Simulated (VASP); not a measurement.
**Ir: relaxation of cell and atoms with PBE**

Crystal: Ir.

```
CELL_PARAMETERS angstrom
0.00000 1.72979 1.72979
1.72979 0.00000 1.72979
1.72979 1.72979 0.00000
ATOMIC_POSITIONS crystal
Ir 0.00000 0.00000 0.00000
```

```json
{
  "Program": "VASP 6.6.1",
  "Task": "relaxation of cell and atoms",
  "Functional": "PBE",
  "Potentials or basis": "VASP PAW PBE potentials, release 64 (Ir)",
  "Cutoff": "600 eV",
  "k mesh": "19 × 19 × 19",
  "Occupations": "fermi-dirac, width 0.05 eV",
  "Spin": "no spin polarisation",
  "Target pressure": "270 GPa",
  "Dipole correction": "no",
  "Further INCAR settings": "ALGO = Normal; EDIFF = 1e-06; IBRION = 2; EDIFFG = -0.005; NSW = 60; ISIF = 3"
}
```

The relaxed volume is 10.39 Å³/atom. The relaxed cell is a = 2.449 Å, b = 2.449 Å, c = 2.449 Å, α = 60.00°, β = 60.00°, γ = 60.00° and the space group after relaxing (to 0.1 Å) is Fm-3m (No. 225). The energy change on relaxing (the run minimises the enthalpy) is -62.9 meV/atom. The ionic steps are 4 and the pressure after relaxing is 270.0 GPa. The band gap on the k mesh is zero (an odd number of electrons rules out a gap without spin polarisation).

The path:
```csv
step,energy change (eV),largest force (eV/Å),pressure (GPa),volume (Å³)
1,0.0000,0.0000,275.20,10.35
2,-0.7712,0.0000,210.08,10.86
3,-0.0642,0.0000,269.89,10.39
4,-0.0629,0.0000,269.97,10.39
```

Final structure:
```xyz
1
Lattice="0.0000 1.7318 1.7318 1.7318 0.0000 1.7318 1.7318 1.7318 0.0000" Properties=species:S:1:pos:R:3 pbc="T T T"
Ir    0.0000    0.0000    0.0000
```

Levels at points of the mesh, in eV from the Fermi level:
```tsv
k point	band 1	band 2	band 3	band 4	band 5	band 6	band 7	band 8
(0.00, 0.00, 0.00)	-14.73	-6.19	-6.19	-6.19	-1.84	-1.84	13.17	20.79
```

Run time: 20 s on 1 thread of Intel(R) Xeon(R) 6975P-C (Granite Rapids) (shared host), peak memory 0.15 GiB.

Caveat: the cell is relaxed towards a set pressure, so the run minimises the enthalpy, not the energy; spin-orbit coupling is left out, which moves the levels of the heavy elements.
